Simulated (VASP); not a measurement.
# CaO in VASP: notebook

CaO is run at these levels: PBE; tasks: single point.

Everything below comes from runs of VASP 6.6.1. Logs are shortened: lines on timing, memory, paths and dates and some standing lists are left out, and cuts for length are marked.

**1. The cell of the first run**

Symmetry: Fm-3m, No. 225, cubic system. Conventional cell: a = 4.807 Å, b = 4.807 Å, c = 4.807 Å, α = 90.00°, β = 90.00°, γ = 90.00°. Ca (site symmetry m-3m) has 6 O at 2.40 Å within 3.2 Å. Within 3.2 Å of O (site symmetry m-3m) lie 6 Ca at 2.40 Å.

**2. Single point, PBE**

The input, INCAR:

```
ALGO = Normal
EDIFF = 1E-6
ENCUT = 600
GGA = PE
GGA_COMPAT = False
ISIF = 2
ISMEAR = 0
LASPH = True
LCHARG = False
LREAL = False
LWAVE = False
NBANDS = 15
NELM = 120
PREC = Accurate
SIGMA = 0.1
```

The input, KPOINTS:

```
k-points
0
Gamma
  4 4 4
```

The input, POSCAR:

```
CaO
1.0
    0.0000000000      2.4035556960      2.4035556960
    2.4035556960      0.0000000000      2.4035556960
    2.4035556960      2.4035556960      0.0000000000
Ca O
1 1
Direct
    0.0000000000      0.0000000000      0.0000000000
    0.5000000000      0.5000000000      0.5000000000
```

Potentials or basis: VASP PAW PBE potentials, release 64 (Ca_sv, O).

Started as:

```
> cat potpaw_PBE.64/Ca_sv/POTCAR potpaw_PBE.64/O/POTCAR > POTCAR
> mpirun -np 1 vasp_std > vasp.out
```

OUTCAR:

```text
EDIFF = 1E-6
   ENCUT = 600
   GGA = PE
   ISIF = 2
   ISMEAR = 0
   LASPH = True
   LREAL = False
   NELM = 120
   PREC = Accurate

 ion  position               nearest neighbor table
   1  0.000  0.000  0.000-   2 2.40   2 2.40   2 2.40   2 2.40   2 2.40   2 2.40
   2  0.500  0.500  0.500-   1 2.40   1 2.40   1 2.40   1 2.40   1 2.40   1 2.40

  LATTYP: Found a face centered cubic cell.
 ALAT       =     4.8071113920

  Lattice vectors:

 A1 = (   0.0000000000,   2.4035556960,   2.4035556960)
 A2 = (   2.4035556960,   0.0000000000,   2.4035556960)
 A3 = (   2.4035556960,   2.4035556960,   0.0000000000)

Analysis of symmetry for initial positions (statically):
=====================================================================
 Subroutine PRICEL returns:
 Original cell was already a primitive cell.

 Routine SETGRP: Setting up the symmetry group for a
 face centered cubic supercell.

 Subroutine GETGRP returns: Found 48 space group operations
 (whereof 48 operations were pure point group operations)
 out of a pool of 48 trial point group operations.

The static configuration has the point symmetry O_h .

Analysis of symmetry for dynamics (positions and initial velocities):
=====================================================================
 Subroutine PRICEL returns:
 Original cell was already a primitive cell.

 Routine SETGRP: Setting up the symmetry group for a
 face centered cubic supercell.

 Subroutine GETGRP returns: Found 48 space group operations
 (whereof 48 operations were pure point group operations)
 out of a pool of 48 trial point group operations.

The dynamic configuration has the point symmetry O_h .

 Subroutine INISYM returns: Found 48 space group operations
 (whereof 48 operations are pure point group operations),
 and found     1 'primitive' translations

----------------------------------------------------------------------------------------

                                     Primitive cell

  volume of cell :      27.7711

  direct lattice vectors                    reciprocal lattice vectors
     0.000000000  2.403555696  2.403555696    -0.208025136  0.208025136  0.208025136
     2.403555696  0.000000000  2.403555696     0.208025136 -0.208025136  0.208025136
     2.403555696  2.403555696  0.000000000     0.208025136  0.208025136 -0.208025136

  length of vectors
     3.399141063  3.399141063  3.399141063     0.360310104  0.360310104  0.360310104

  position of ions in fractional coordinates (direct lattice)
     0.000000000  0.000000000  0.000000000
     0.500000000  0.500000000  0.500000000

  ion indices of the primitive-cell ions
   primitive index   ion index
                 1           1
                 2           2

----------------------------------------------------------------------------------------

 KPOINTS: k-points

Automatic generation of k-mesh.
 Grid dimensions read from file:
 generate k-points for:    4    4    4

 Generating k-lattice:

  Cartesian coordinates                     Fractional coordinates (reciprocal lattice)
    -0.052006284  0.052006284  0.052006284     0.250000000  0.000000000  0.000000000
     0.052006284 -0.052006284  0.052006284     0.000000000  0.250000000  0.000000000
     0.052006284  0.052006284 -0.052006284     0.000000000  0.000000000  0.250000000

  Length of vectors
     0.090077526  0.090077526  0.090077526

  Shift w.r.t. Gamma in fractional coordinates (k-lattice)
     0.000000000  0.000000000  0.000000000

 Subroutine IBZKPT returns following result:
 ===========================================

 Found      8 irreducible k-points:

 Following reciprocal coordinates:
            Coordinates               Weight
  0.000000  0.000000  0.000000      1.000000
  0.250000  0.000000  0.000000      8.000000
  0.500000  0.000000  0.000000      4.000000
  0.250000  0.250000  0.000000      6.000000
  0.500000  0.250000  0.000000     24.000000
 -0.250000  0.250000  0.000000     12.000000
  0.500000  0.500000  0.000000      3.000000
 -0.250000  0.500000  0.250000      6.000000
   k-points           NKPTS =      8   k-points in BZ     NKDIM =      8   number of bands    NBANDS=     15
   number of dos      NEDOS =    301   number of ions     NIONS =      2
   total plane-waves  NPLWV =  21952
   dimension x,y,z NGX =    28 NGY =   28 NGZ =   28
   dimension x,y,z NGXF=    56 NGYF=   56 NGZF=   56
   ions per type =               1   1
   NGX,Y,Z   is equivalent  to a cutoff of  13.69, 13.69, 13.69 a.u.
   NGXF,Y,Z  is equivalent  to a cutoff of  27.39, 27.39, 27.39 a.u.
 SYSTEM =  unknown system
   PREC   = accura    normal or accurate (medium, high low for compatibility)
   ISTART =      0    job   : 0-new  1-cont  2-samecut
   ICHARG =      2    charge: 1-file 2-atom 10-const
   ISPIN  =      1    spin polarized calculation?
   LNONCOLLINEAR =      F non collinear calculations
   LSORBIT =      F    spin-orbit coupling
   LASPH  =      T    aspherical Exc in radial PAW
   ENCUT  =  600.0 eV  44.10 Ry    6.64 a.u.   6.79  6.79  6.79*2*pi/ulx,y,z
   NELM   =    120;   NELMIN=  2; NELMDL= -5     # of ELM steps
   EDIFF  = 0.1E-05   stopping-criterion for ELM
   LREAL  =      F    real-space projection
   EDIFFG = 0.1E-04   stopping-criterion for IOM
   NSW    =      0    number of steps for IOM
   IBRION =     -1    ionic relax: 0-MD 1-quasi-New 2-CG
   NFREE  =      0    steps in history (QN), initial steepest desc. (CG)
   ISIF   =      2    stress and relaxation
   ISYM   =      2    0-nonsym 1-usesym 2-fastsym
   POTIM  = 0.5000    time-step for ionic-motion
   TEBEG  =    0.0;   TEEND  =   0.0 temperature during run
   PSTRESS=    0.0 pullay stress
   NELECT =      16.0000    total number of electrons
   NUPDOWN=      -1.0000    fix difference up-down
   EMIN   =  10.00;   EMAX   =-10.00  energy-range for DOS
   EFERMI =   0.00;   METHOD = LEGACY
   ISMEAR =     0;   SIGMA  =   0.10  broadening in eV -4-tet -1-fermi 0-gaus
   EFERMI_NEDOS =   21; number of points for ismear=-14 and -15
   IALGO  =     38    algorithm
   IMIX   =      4    mixing-type and parameters
     AMIX     =   0.40;   BMIX     =  1.00
     AMIX_MAG =   1.60;   BMIX_MAG =  1.00
  volume/ion in A,a.u.               =      13.89        93.70
  Fermi-wavevector in a.u.,A,eV,Ry     =   1.362231  2.574243 25.247954  1.855672
  Thomas-Fermi vector in A             =   2.488738
   LORBIT       =      0    0 simple, 1 ext, 2 COOP (PROOUT), +10 PAW based schemes
   GGA     = PE    functional components
   LHFCALC =     F    Hartree Fock is set to
   AEXX    =    0.0000 exact exchange contribution
   IVDW    =     0    specifies the selected vdW correction
   LEPSILON=     F    determine dielectric tensor
   LRPA    =     F    only Hartree local field effects (RPA)
 non-spin polarized calculation
 Gauss-broadening in eV      SIGMA  =   0.10
  energy-cutoff  :      600.00
  volume of cell :       27.77
 maximum number of plane-waves:       941
   NGX = 13   NGY = 13   NGZ = 13

 number of electron      15.9999997 magnetization

 Free energy of the ion-electron system (eV)
  ---------------------------------------------------
  ext. energy  EPLUGINS =         0.00000000
  ---------------------------------------------------
  free energy    TOTEN  =       -12.79917903 eV

  energy without entropy =      -12.79917903  energy(sigma->0) =      -12.79917903

 E-fermi :   2.9201     XC(G=0): -10.4717

 val. band max:        2.3535408147   @ k =   0.0000   0.0000   0.0000
 cond. band min:       5.9832978824   @ k =   0.5000   0.5000   0.0000
 fundamental gap:      3.6297570677
 Fermi energy:         2.9201066198

 k-point     1 :       0.0000    0.0000    0.0000
  band No.  band energies     occupation
      1     -35.2937      2.00000
      2     -16.0582      2.00000
      3     -16.0582      2.00000
      4     -16.0582      2.00000
      5     -13.1781      2.00000
      6       2.3535      2.00000
      7       2.3535      2.00000
      8       2.3535      2.00000
      9       7.0593      0.00000
     10       8.5707      0.00000
     11       8.5707      0.00000
     12       8.5707      0.00000
     13      10.0734      0.00000
     14      10.0734      0.00000
     15      17.4202      0.00000

 k-point     2 :       0.2500    0.0000    0.0000
  band No.  band energies     occupation
      1     -35.2427      2.00000
      2     -16.6897      2.00000
      3     -16.0852      2.00000
      4     -16.0852      2.00000
      5     -12.5082      2.00000
      6       0.8183      2.00000
      7       1.6918      2.00000
      8       1.6918      2.00000
      9       8.6011      0.00000
     10       9.2027      0.00000
     11       9.5273      0.00000
     12       9.5273      0.00000
     13      11.3247      0.00000
     14      11.3247      0.00000
     15      18.2841      0.00000

 k-point     3 :       0.5000    0.0000    0.0000
  band No.  band energies     occupation
      1     -35.1910      2.00000
      2     -17.1695      2.00000
      3     -16.1118      2.00000
      4     -16.1118      2.00000
      5     -11.9834      2.00000
      6      -0.2863      2.00000
      7       1.1508      2.00000
      8       1.1508      2.00000
      9       9.3965      0.00000
     10      10.6986      0.00000
     11      10.6986      0.00000
     12      10.8510      0.00000
     13      12.7643      0.00000
     14      12.7643      0.00000
     15      16.5467      0.00000

 k-point     4 :       0.2500    0.2500    0.0000
  band No.  band energies     occupation
      1     -35.2266      2.00000
      2     -16.5745      2.00000
      3     -16.1720      2.00000
      4     -16.1720      2.00000
      5     -12.6459      2.00000
      6       0.6717      2.00000
      7       2.0541      2.00000
      8       2.0541      2.00000
      9       7.0480      0.00000
     10       8.9558      0.00000
     11      10.4087      0.00000
     12      10.4087      0.00000
     13      10.6170      0.00000
     14      12.3695      0.00000
     15      19.7248      0.00000

 k-point     5 :       0.5000    0.2500    0.0000
  band No.  band energies     occupation
      1     -35.1758      2.00000
      2     -16.8424      2.00000
      3     -16.3145      2.00000
      4     -16.1996      2.00000
      5     -12.4273      2.00000
      6       0.5625      2.00000
      7       1.2696      2.00000
      8       1.5514      2.00000
      9       7.6928      0.00000
     10      10.2009      0.00000
     11      11.1783      0.00000
     12      11.2133      0.00000
     13      11.9940      0.00000
     14      13.9183      0.00000
     15      16.6453      0.00000

 k-point     6 :      -0.2500    0.2500    0.0000
  band No.  band energies     occupation
      1     -35.1921      2.00000
      2     -16.8713      2.00000
      3     -16.3242      2.00000
      4     -16.1135      2.00000
      5     -12.2695      2.00000
      6       0.2852      2.00000
      7       1.2474      2.00000
      8       1.5083      2.00000
      9       8.8389      0.00000
     10       9.6110      0.00000
     11      10.1903      0.00000
     12      10.7293      0.00000
     13      12.6296      0.00000
     14      13.2758      0.00000
     15      17.6640      0.00000

 k-point     7 :       0.5000    0.5000    0.0000
  band No.  band energies     occupation
      1     -35.1605      2.00000
      2     -16.6586      2.00000
      3     -16.2855      2.00000
      4     -16.2855      2.00000
      5     -12.9387      2.00000
      6       1.0506      2.00000
      7       1.9786      2.00000
      8       1.9786      2.00000
      9       5.9833      0.00000
     10      10.3871      0.00000
     11      11.2362      0.00000
     12      11.8761      0.00000
     13      11.8761      0.00000
     14      13.6087      0.00000
     15      15.7410      0.00000

 k-point     8 :      -0.2500    0.5000    0.2500
  band No.  band energies     occupation
      1     -35.1595      2.00000
      2     -16.4843      2.00000
      3     -16.4743      2.00000
      4     -16.4743      2.00000
      5     -12.5512      2.00000
      6       1.0667      2.00000
      7       1.2939      2.00000
      8       1.2939      2.00000
      9       8.6614      0.00000
     10       8.6614      0.00000
     11      10.7294      0.00000
     12      11.8818      0.00000
     13      12.3193      0.00000
     14      16.1973      0.00000
     15      16.4959      0.00000

------------------------ aborting loop because EDIFF is reached ----------------------------------------

  FORCE on cell =-STRESS in cart. coord.  units (eV):
  Direction    XX          YY          ZZ          XY          YZ          ZX
  --------------------------------------------------------------------------------------
  -------------------------------------------------------------------------------------
  Total        0.3683522      0.3683522      0.3683522      0.0000000      0.0000000      0.0000000
  in kB       21.2510921     21.2510921     21.2510921      0.0000000      0.0000000      0.0000000
  external PRESSURE =      21.2510921 kB  Pullay stress =       0.0000000 kB

 VOLUME and BASIS-vectors are now :
 -----------------------------------------------------------------------------
  energy-cutoff  :      600.00
  volume of cell :       27.77
      direct lattice vectors                 reciprocal lattice vectors
     0.000000000  2.403555696  2.403555696    -0.208025136  0.208025136  0.208025136
     2.403555696  0.000000000  2.403555696     0.208025136 -0.208025136  0.208025136
     2.403555696  2.403555696  0.000000000     0.208025136  0.208025136 -0.208025136

 POSITION                                       TOTAL-FORCE (eV/Angst)
 -----------------------------------------------------------------------------------
      0.00000      0.00000      0.00000        -0.000000     -0.000000     -0.000000
      2.40356      2.40356      2.40356         0.000000      0.000000      0.000000
 -----------------------------------------------------------------------------------
    total drift:                                0.000000      0.000000      0.000000

  FREE ENERGIE OF THE ION-ELECTRON SYSTEM (eV)
  ---------------------------------------------------
  free  energy   TOTEN  =       -12.7991790308 eV

  energy  without entropy=      -12.7991790308  energy(sigma->0) =      -12.79917903
```

It took 6.7 s on 1 thread of Intel Xeon Platinum 8375C at 2.90GHz (Ice Lake), shared host; peak memory 0.15 GiB.

Results:

```yaml
Free_energy: -12.7992 eV
Pressure: 2.1 GPa
Band_gap_on_the_k_mesh: 3.63 eV (least direct gap 4.00 eV)
```

Levels at points of the mesh, in eV from the valence-band top:
```csv
k point,band 6,band 7,band 8,band 9,band 10,band 11
"(0.00, 0.00, 0.00)",0.00,0.00,0.00,4.71,6.22,6.22
"(0.50, 0.00, 0.00)",-2.64,-1.20,-1.20,7.04,8.35,8.35
"(0.50, 0.50, 0.00)",-1.30,-0.37,-0.37,3.63,8.03,8.88
```

Caveat: the k points lie up to 0.57 Å⁻¹ apart.

**3. Single point, PBE**

This run uses another cell than the first one, of 14.44 Å³/atom.

The input, INCAR:

```
SYSTEM = CaO
PREC = Accurate ; ENCUT = 600
EDIFF = 1E-6 ; ISMEAR = 0
SIGMA = 0.1 ; LREAL = .False.
LASPH = .True. ; NELM = 120
ALGO = Normal ; ISIF = 2
LWAVE = .False. ; LCHARG = .True.
GGA = PE ; LELF = .True.
LVHAR = .True. ; NBANDS = 15
GGA_COMPAT = .False.
```

The input, KPOINTS:

```
regular mesh
0
Gamma
  4 4 4
  0 0 0
```

The input, POSCAR:

```
CaO
1.0
    0.0000000000      2.4351850560      2.4351850560
    2.4351850560      0.0000000000      2.4351850560
    2.4351850560      2.4351850560      0.0000000000
Ca O
1 1
Direct
    0.0000000000      0.0000000000      0.0000000000
    0.5000000000      0.5000000000      0.5000000000
```

Potentials or basis: VASP PAW PBE potentials, release 64 (Ca_sv, O).

Started as:

```
> cat potpaw_PBE.64/Ca_sv/POTCAR potpaw_PBE.64/O/POTCAR > POTCAR
> mpirun -np 1 vasp_std > vasp.out
```

It took 6.4 s on 1 thread of Intel Xeon Platinum 8375C at 2.90GHz (Ice Lake), shared host; peak memory 0.15 GiB.

It converged, with:

```
Free energy            : -12.8011 eV
Pressure               : -2.0 GPa
Band gap on the k mesh : 3.64 eV (least direct gap 4.02 eV)
```

Levels at points of the mesh, in eV from the valence-band top:
| k point | band 4 | band 5 | band 6 | band 7 | band 8 | band 9 | band 10 | band 11 | band 12 | band 13 |
| --- | --- | --- | --- | --- | --- | --- | --- | --- | --- | --- |
| (0.00, 0.00, 0.00) | -18.60 | -15.46 | 0.00 | 0.00 | 0.00 | 4.39 | 6.12 | 6.12 | 6.12 | 7.55 |
| (0.50, 0.00, 0.00) | -18.65 | -14.42 | -2.55 | -1.13 | -1.13 | 6.86 | 8.13 | 8.13 | 8.20 | 10.09 |
| (0.50, 0.50, 0.00) | -18.80 | -15.22 | -1.32 | -0.38 | -0.38 | 3.64 | 7.75 | 8.66 | 9.26 | 9.26 |

Caveat: the k points lie up to 0.56 Å⁻¹ apart. A k mesh can miss the band edges.

**4. Single point, PBE**

The input, INCAR:

```
ALGO = Normal
EDIFF = 1E-6
ENCUT = 520
GGA = PE
GGA_COMPAT = False
ISIF = 2
ISMEAR = 0
LASPH = True
LCHARG = True
LELF = True
LREAL = False
LVHAR = True
LWAVE = False
NBANDS = 15
NELECT = 15.0
NELM = 120
PREC = Accurate
SIGMA = 0.1
```

The input, KPOINTS:

```
k-points
0
Gamma
  3 3 3
```

The input, POSCAR:

```
CaO
1.0
    0.0000000000      2.4035556960      2.4035556960
    2.4035556960      0.0000000000      2.4035556960
    2.4035556960      2.4035556960      0.0000000000
Ca O
1 1
Direct
    0.0014168592     -0.0018836676      0.0017813192
    0.4948493609      0.5048932305      0.4954052040
```

Started as:

```
> cat potpaw_PBE.64/Ca_sv/POTCAR potpaw_PBE.64/O/POTCAR > POTCAR
> mpirun -np 1 vasp_std > vasp.out
```

It took 9.5 s on 1 thread of Intel Xeon Platinum 8375C at 2.90GHz (Ice Lake), shared host; peak memory 0.15 GiB.

The run converged. Its results:

```
Free energy   : -14.2396 eV
Largest force : 0.217 eV/Å
```

Forces in eV/Å, atoms in the order of the input:
```
Ca   0.007 -0.217  0.004
O   -0.007  0.217 -0.004
```

Levels at points of the mesh, in eV from the Fermi level:
```tsv
k point	band 6	band 7	band 8	band 9	band 10	band 11
(0.00, 0.00, 0.00)	0.31	0.31	0.31	7.25	8.75	8.76
```

Caveat: the k points lie up to 0.75 Å⁻¹ apart, too coarse for converged energies and pressures of a metal; the cell carries a net charge on a neutralising background, which shifts energy and pressure; the cell is charged against a uniform background, so pressure and absolute levels hang on convention; an odd number of electrons without spin polarisation forces a metal; a magnetic or distorted state may lie lower.

**5. Single point, PBE**

The input, INCAR:

```
PREC = Accurate
ENCUT = 520
EDIFF = 1E-6
ISMEAR = 0
SIGMA = 0.1
LREAL = False
LASPH = True
NELM = 120
ALGO = Normal
ISIF = 2
LWAVE = False
LCHARG = True
GGA = PE
LELF = True
LVHAR = True
NELECT = 15.0
NBANDS = 15
GGA_COMPAT = False
```

The input, KPOINTS:

```
Automatic mesh
0
Gamma
  3 3 3
```

The input, POSCAR:

```
CaO
1.0
    0.0000000000      2.4035556960      2.4035556960
    2.4035556960      0.0000000000      2.4035556960
    2.4035556960      2.4035556960      0.0000000000
Ca O
1 1
Direct
    0.0019396264     -0.0039870098      0.0030350867
    0.4901550657      0.5085236852      0.4918013766
```

Started as:

```
> cat potpaw_PBE.64/Ca_sv/POTCAR potpaw_PBE.64/O/POTCAR > POTCAR
> mpirun -np 1 vasp_std > vasp.out
```

Wall time 8.1 s (1 thread of Intel Xeon Platinum 8375C at 2.90GHz (Ice Lake), shared host); peak memory 0.15 GiB.

The run converged. Its results:

```yaml
Free_energy: -14.2323 eV
Largest_force: 0.387 eV/Å
```

Forces on the atoms (eV/Å):
```
Ca   0.021 -0.386  0.012
O   -0.021  0.386 -0.012
```

Levels at points of the mesh, in eV from the Fermi level:
```tsv
k point	band 4	band 5	band 6	band 7	band 8	band 9	band 10	band 11	band 12	band 13
(0.00, 0.00, 0.00)	-16.05	-15.18	0.31	0.31	0.31	7.26	8.76	8.77	8.77	10.09
```

Caveat: the k points lie up to 0.75 Å⁻¹ apart, too coarse for converged energies and pressures of a metal; the cell carries a net charge on a neutralising background, which shifts energy and pressure; the cell is charged against a uniform background, so pressure and absolute levels hang on convention; an odd number of electrons without spin polarisation forces a metal; a magnetic or distorted state may lie lower.
